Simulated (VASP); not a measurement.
# PtSe2 (P-3m1) in VASP: further runs, part 2 of 2

VASP 6.6.1. The steps go on from the part before.

**4. Single point, r2SCAN+D3(BJ)**

This run uses another cell than the first one, of 20.99 Å³/atom.

File POSCAR:

```
PtSe2
1.0
    3.7300215302      0.0000000000      0.0000000000
   -1.8650107651      3.2302934018      0.0000000000
    0.0000000000      0.0000000000      5.2249557169
Pt Se
1 2
Direct
    0.0000000000      0.0000000000      0.0000000000
    0.3333333333      0.6666666667      0.2479097992
    0.6666666667      0.3333333333      0.7520902008
```

File INCAR.step1:

```
PREC = Accurate
ENCUT = 520
ISMEAR = 0
SIGMA = 0.1
LREAL = F
LASPH = T
NELM = 100
NBANDS = 18
GGA = PE
ALGO = Normal
EDIFF = 1E-4
LWAVE = T
LCHARG = F
```

File INCAR.step2:

```
PREC = Accurate
ENCUT = 520
EDIFF = 1E-6
ISMEAR = 0
SIGMA = 0.1
LREAL = F
LASPH = T
NELM = 100
ALGO = Normal
ISIF = 2
LWAVE = F
LCHARG = F
METAGGA = R2SCAN
LMIXTAU = T
IVDW = 12
VDW_S6 = 1.0
VDW_S8 = 0.78981345
VDW_A1 = 0.49484001
VDW_A2 = 5.73083694
NBANDS = 18
ISTART = 1
```

File KPOINTS:

```
regular mesh
0
Gamma
  15 15 8
```

Potentials or basis: VASP PAW PBE potentials, release 64 (Pt, Se).

Started as:

```bash
$ cat potpaw_PBE.64/Pt/POTCAR potpaw_PBE.64/Se/POTCAR > POTCAR
$ cp INCAR.step1 INCAR
$ mpirun -np 1 vasp_std > vasp.out
$ cp INCAR.step2 INCAR
$ mpirun -np 1 vasp_std > vasp.out
```

OUTCAR:

```text
PREC = Accurate
   ENCUT = 520
   EDIFF = 1E-6
   ISMEAR = 0
   LREAL = F
   LASPH = T
   NELM = 100
   ISIF = 2
   METAGGA = R2SCAN
   IVDW = 12
   ISTART = 1
 IVDW          = 12

 ion  position               nearest neighbor table
   1  0.000  0.000  0.000-   2 2.51   3 2.51   2 2.51   3 2.51   3 2.51   2 2.51
   2  0.333  0.667  0.248-   1 2.51   1 2.51   1 2.51
   3  0.667  0.333  0.752-   1 2.51   1 2.51   1 2.51

  LATTYP: Found a hexagonal cell.
 ALAT       =     3.7300215302
 C/A-ratio  =     1.4007843318

  Lattice vectors:

 A1 = (   3.7300215302,   0.0000000000,   0.0000000000)
 A2 = (  -1.8650107651,   3.2302934018,   0.0000000000)
 A3 = (   0.0000000000,   0.0000000000,   5.2249557169)

Analysis of symmetry for initial positions (statically):
=====================================================================
 Subroutine PRICEL returns:
 Original cell was already a primitive cell.

 Routine SETGRP: Setting up the symmetry group for a
 hexagonal supercell.

 Subroutine GETGRP returns: Found 12 space group operations
 (whereof 12 operations were pure point group operations)
 out of a pool of 24 trial point group operations.

The static configuration has the point symmetry D_3d.

Analysis of symmetry for dynamics (positions and initial velocities):
=====================================================================
 Subroutine PRICEL returns:
 Original cell was already a primitive cell.

 Routine SETGRP: Setting up the symmetry group for a
 hexagonal supercell.

 Subroutine GETGRP returns: Found 12 space group operations
 (whereof 12 operations were pure point group operations)
 out of a pool of 24 trial point group operations.

The dynamic configuration has the point symmetry D_3d.

 Subroutine INISYM returns: Found 12 space group operations
 (whereof 12 operations are pure point group operations),
 and found     1 'primitive' translations

----------------------------------------------------------------------------------------

                                     Primitive cell

  volume of cell :      62.9558

  direct lattice vectors                    reciprocal lattice vectors
     3.730021530  0.000000000  0.000000000     0.268094967  0.154784702  0.000000000
    -1.865010765  3.230293402  0.000000000     0.000000000  0.309569403  0.000000000
     0.000000000  0.000000000  5.224955717     0.000000000  0.000000000  0.191389182

  length of vectors
     3.730021530  3.730021530  5.224955717     0.309569403  0.309569403  0.191389182

  position of ions in fractional coordinates (direct lattice)
     0.000000000  0.000000000  0.000000000
     0.333333333  0.666666667  0.247909799
     0.666666667  0.333333333  0.752090201

  ion indices of the primitive-cell ions
   primitive index   ion index
                 1           1
                 2           2
                 3           3

----------------------------------------------------------------------------------------

 KPOINTS: regular mesh

Automatic generation of k-mesh.
 Grid dimensions read from file:
 generate k-points for:   15   15    8

 Generating k-lattice:

  Cartesian coordinates                     Fractional coordinates (reciprocal lattice)
     0.017872998  0.010318980  0.000000000     0.066666667  0.000000000  0.000000000
     0.000000000  0.020637960  0.000000000     0.000000000  0.066666667  0.000000000
     0.000000000  0.000000000  0.023923648     0.000000000  0.000000000  0.125000000

  Length of vectors
     0.020637960  0.020637960  0.023923648

  Shift w.r.t. Gamma in fractional coordinates (k-lattice)
     0.000000000  0.000000000  0.000000000

 Subroutine IBZKPT returns following result:
 ===========================================

 Found    192 irreducible k-points:

 Following reciprocal coordinates:
            Coordinates               Weight
  0.000000  0.000000  0.000000      1.000000
  0.066667  0.000000  0.000000      6.000000
  0.133333  0.000000  0.000000      6.000000
  0.200000  0.000000  0.000000      6.000000
  0.266667  0.000000  0.000000      6.000000
  0.333333  0.000000  0.000000      6.000000
[... 16 lines left out ...]
  0.333333  0.200000  0.000000     12.000000
  0.400000  0.200000  0.000000      6.000000
 [... further k-points ...]
   k-points           NKPTS =    192   k-points in BZ     NKDIM =    192   number of bands    NBANDS=     18
   number of dos      NEDOS =    301   number of ions     NIONS =      3
   total plane-waves  NPLWV =  31360
   dimension x,y,z NGX =    28 NGY =   28 NGZ =   40
   dimension x,y,z NGXF=    56 NGYF=   56 NGZF=   80
   ions per type =               1   2
   NGX,Y,Z   is equivalent  to a cutoff of  12.48, 12.48, 12.73 a.u.
   NGXF,Y,Z  is equivalent  to a cutoff of  24.96, 24.96, 25.45 a.u.
 SYSTEM =  unknown system
   PREC   = accura    normal or accurate (medium, high low for compatibility)
   ISTART =      1    job   : 0-new  1-cont  2-samecut
   ICHARG =      0    charge: 1-file 2-atom 10-const
   ISPIN  =      1    spin polarized calculation?
   LNONCOLLINEAR =      F non collinear calculations
   LSORBIT =      F    spin-orbit coupling
   LASPH  =      T    aspherical Exc in radial PAW
   ENCUT  =  520.0 eV  38.22 Ry    6.18 a.u.   6.94  6.94  9.71*2*pi/ulx,y,z
   NELM   =    100;   NELMIN=  2; NELMDL=  0     # of ELM steps
   EDIFF  = 0.1E-05   stopping-criterion for ELM
   LREAL  =      F    real-space projection
   EDIFFG = 0.1E-04   stopping-criterion for IOM
   NSW    =      0    number of steps for IOM
   IBRION =     -1    ionic relax: 0-MD 1-quasi-New 2-CG
   NFREE  =      0    steps in history (QN), initial steepest desc. (CG)
   ISIF   =      2    stress and relaxation
   ISYM   =      2    0-nonsym 1-usesym 2-fastsym
   POTIM  = 0.5000    time-step for ionic-motion
   TEBEG  =    0.0;   TEEND  =   0.0 temperature during run
   PSTRESS=    0.0 pullay stress
   NELECT =      22.0000    total number of electrons
   NUPDOWN=      -1.0000    fix difference up-down
   EMIN   =  10.00;   EMAX   =-10.00  energy-range for DOS
   EFERMI =   0.00;   METHOD = LEGACY
   ISMEAR =     0;   SIGMA  =   0.10  broadening in eV -4-tet -1-fermi 0-gaus
   EFERMI_NEDOS =   21; number of points for ismear=-14 and -15
   IALGO  =     38    algorithm
   IMIX   =      4    mixing-type and parameters
     AMIX     =   0.40;   BMIX     =  1.00
     AMIX_MAG =   1.60;   BMIX_MAG =  1.00
  volume/ion in A,a.u.               =      20.99       141.62
  Fermi-wavevector in a.u.,A,eV,Ry     =   1.153109  2.179060 18.091132  1.329661
  Thomas-Fermi vector in A             =   2.289755
   LORBIT       =      0    0 simple, 1 ext, 2 COOP (PROOUT), +10 PAW based schemes
   METAGGA = R2SCAN    functional components
   LHFCALC =     F    Hartree Fock is set to
   AEXX    =    0.0000 exact exchange contribution
   IVDW    =    12    specifies the selected vdW correction
   LEPSILON=     F    determine dielectric tensor
   LRPA    =     F    only Hartree local field effects (RPA)
 non-spin polarized calculation
 Gauss-broadening in eV      SIGMA  =   0.10
  energy-cutoff  :      520.00
  volume of cell :       62.96
 maximum number of plane-waves:      1716
   NGX = 13   NGY = 13   NGZ = 19

 number of electron      21.9999997 magnetization

 Free energy of the ion-electron system (eV)
  ---------------------------------------------------
  ext. energy  EPLUGINS =         0.00000000
  ---------------------------------------------------
  free energy    TOTEN  =       -81.46639387 eV

  energy without entropy =      -81.46500309  energy(sigma->0) =      -81.46569848

 E-fermi :   5.9358     XC(G=0): -11.0624

 val. band max:        5.8953215153   @ k =   0.0000   0.1333   0.1250
 cond. band min:       5.9430823307   @ k =   0.0000   0.2667   0.2500
 fundamental gap:      0.0477608154
 Fermi energy:         5.9357605199

 k-point     1 :       0.0000    0.0000    0.0000
  band No.  band energies     occupation
      1     -10.1825      2.00000
      2      -7.5300      2.00000
      3      -1.3776      2.00000
      4      -0.6473      2.00000
      5      -0.6473      2.00000
      6       1.7449      2.00000
[... 10 lines left out ...]
     17      13.6798      0.00000
     18      18.3387      0.00000
[... 466 lines left out ...]
      2      -8.2116      2.00000
      3      -1.2871      2.00000
      4      -0.2875      2.00000
      5       0.2999      2.00000
      6       0.8535      2.00000
[... 10 lines left out ...]
     17      15.7809      0.00000
     18      16.2535      0.00000

 [... further k-points ...]

------------------------ aborting loop because EDIFF is reached ----------------------------------------

 Edisp (eV)   -0.64763

 E8    (eV) :    -0.2152

  FORCE on cell =-STRESS in cart. coord.  units (eV):
  Direction    XX          YY          ZZ          XY          YZ          ZX
  --------------------------------------------------------------------------------------
  -------------------------------------------------------------------------------------
  Total       0.04297     0.04297     0.01539    -0.00000     0.00000     0.00000
  in kB       1.09347     1.09347     0.39154    -0.00000     0.00000     0.00000
  external pressure =        0.86 kB  Pullay stress =        0.00 kB

 VOLUME and BASIS-vectors are now :
 -----------------------------------------------------------------------------
  energy-cutoff  :      520.00
  volume of cell :       62.96
      direct lattice vectors                 reciprocal lattice vectors
     3.730021530  0.000000000  0.000000000     0.268094967  0.154784702  0.000000000
    -1.865010765  3.230293402  0.000000000     0.000000000  0.309569403  0.000000000
     0.000000000  0.000000000  5.224955717     0.000000000  0.000000000  0.191389182

 POSITION                                       TOTAL-FORCE (eV/Angst)
 -----------------------------------------------------------------------------------
      0.00000      0.00000      0.00000         0.000000      0.000000      0.000000
     -0.00000      2.15353      1.29532         0.000000      0.000000      0.014279
      1.86501      1.07676      3.92964        -0.000000     -0.000000     -0.014279
 -----------------------------------------------------------------------------------
    total drift:                               -0.000000      0.000000      0.000000

  FREE ENERGIE OF THE ION-ELECTRON SYSTEM (eV)
  ---------------------------------------------------
  free  energy   TOTEN  =       -82.1140202000 eV

  energy  without entropy=      -82.1126294225  energy(sigma->0) =      -82.11332481
```

It took 4.8 min on 1 thread of Intel Xeon 6975P-C (Granite Rapids), shared host; peak memory 0.36 GiB.

Results:

```
Free energy                : -82.1140 eV
Pressure                   : 0.1 GPa
Largest force              : 0.014 eV/Å
Band gap on the k mesh     : zero (bands 11 and 12 overlap by 0.17 eV)
Dispersion energy per atom : -0.216 eV
```

Forces on the atoms (eV/Å):
```
Pt   0.000  0.000  0.000
Se   0.000  0.000  0.014
Se   0.000  0.000 -0.014
```

Levels at points of the mesh, in eV from the Fermi level:
| k point | band 7 | band 8 | band 9 | band 10 | band 11 | band 12 | band 13 | band 14 | band 15 | band 16 |
| --- | --- | --- | --- | --- | --- | --- | --- | --- | --- | --- |
| (0.00, 0.00, 0.00) | -4.19 | -2.79 | -1.16 | -1.16 | 0.18 | 1.53 | 1.53 | 4.19 | 4.57 | 7.74 |
| (0.00, 0.00, 0.50) | -4.21 | -3.01 | -1.87 | -1.53 | -1.53 | 2.24 | 2.24 | 5.19 | 6.57 | 7.27 |

Caveat: the PAW data sets were made with another functional, which shifts forces and pressure a little; spin-orbit coupling is left out, which moves the levels of the heavy elements.

**5. Summary**

| cell | k mesh | smearing | gap on the mesh (eV) | pressure (GPa) | largest force (eV/Å) |
| --- | --- | --- | --- | --- | --- |
| a = 3.724, b = 3.724, c = 5.062 Å, angles 90.0, 90.0, 120.0°, 3 atoms | 6 × 6 × 4 | gaussian 0.1 eV | none | 3.2 | 0.37 |
| a = 3.738, b = 3.738, c = 5.143 Å, angles 90.0, 90.0, 120.0°, 3 atoms | 15 × 15 × 8 | fermi-dirac 0.15 eV | none | 0.1 | 0.01 |
| a = 3.730, b = 3.730, c = 5.225 Å, angles 90.0, 90.0, 120.0°, 3 atoms | 15 × 15 × 8 | gaussian 0.1 eV | none | 0.1 | 0.01 |

Alike in all rows: task single point; level r2SCAN+D3(BJ); potentials or basis VASP PAW PBE potentials, release 64 (Pt, Se); no spin polarisation; cutoff (eV) 520.

Caveats: the PAW data sets were made with another functional, which shifts forces and pressure a little; spin-orbit coupling is left out, which moves the levels of the heavy elements; the cell stands under pressure (at least some runs).

Total energies depend on the potentials used, so only differences within one code and one set of settings carry meaning.
